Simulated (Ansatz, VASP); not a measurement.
Two plane-wave programs on Sn

The input POSCAR:

```
Sn
1.0
    3.2494432561      3.2494432561      0.0000000000
   -3.2494432561      3.2494432561      0.0000000000
    0.0000000000      0.0000000000      6.4988865122
Sn
4
Direct
    0.0000000000      0.0000000000      0.5000000000
    0.0000000000      0.5000000000      0.2500000000
    0.5000000000      0.5000000000      0.0000000000
    0.5000000000      0.0000000000      0.7500000000
```

File INCAR.step1:

```
SYSTEM = Sn
PREC = Accurate
ENCUT = 520
ISMEAR = 0
SIGMA = 0.1
LREAL = .False.
LASPH = .True.
NELM = 100
NBANDS = 36
GGA = PE
ALGO = Normal
EDIFF = 1E-4
LWAVE = .True.
LCHARG = .False.
```

INCAR.step2

```
SYSTEM = Sn
PREC = Accurate
ENCUT = 520
EDIFF = 1E-6
ISMEAR = 0
SIGMA = 0.1
LREAL = .False.
LASPH = .True.
NELM = 100
ALGO = Normal
ISIF = 2
LWAVE = .False.
LCHARG = .False.
METAGGA = R2SCAN
LMIXTAU = .True.
NBANDS = 36
ISTART = 1
```

Contents of KPOINTS:

```
Automatic mesh
0
Gamma
  12 12 8
  0 0 0
```

Input for Ansatz:

```yaml
crystal:
  lattice:
    - [3.2494432561, 3.2494432561, 0.0]
    - [-3.2494432561, 3.2494432561, 0.0]
    - [0.0, 0.0, 6.4988865122]
  atoms:
    - { symbol: Sn, position: [0.0, 0.0, 0.5] }
    - { symbol: Sn, position: [0.0, 0.5, 0.25] }
    - { symbol: Sn, position: [0.5, 0.5, 0.0] }
    - { symbol: Sn, position: [0.5, 0.0, 0.75] }
basis:
  ecutwfc: 500
kpoints:
  mp_grid: { grid: [12, 12, 8] }
hamiltonian:
  xc: r2scan
scf:
  occupations: { method: gaussian, width: 0.1 }
output:
  forces: true
  stress: true
  eigenvalues: true
```

Change from the starting cell: equal strain along all axes, cell held, atoms relaxed: -1.0 %.

Alike in both runs: task single point; functional r2SCAN; k mesh 12 × 12 × 8; occupations gaussian, width 0.1 eV; no spin polarisation.

|  | VASP | Ansatz |
| --- | --- | --- |
| version | VASP 6.6.1 | Ansatz 0.2.0 |
| potentials or method | VASP PAW PBE potentials, release 64 (Sn_d), cutoff 520 eV | scalar-relativistic, plane waves, PAW |
| valence electrons in the cell | 56 | 56 |

|  | VASP | Ansatz | Ansatz less VASP |
| --- | --- | --- | --- |
| gap on the k mesh at the Fermi level (eV) | none | none | - |
| pressure (GPa) | 1.4 | 1.4 | +0.03 |

VASP's potentials were made for PBE, not for r2SCAN. A gap of «none» marks a metal or a gap that the smearing closes.
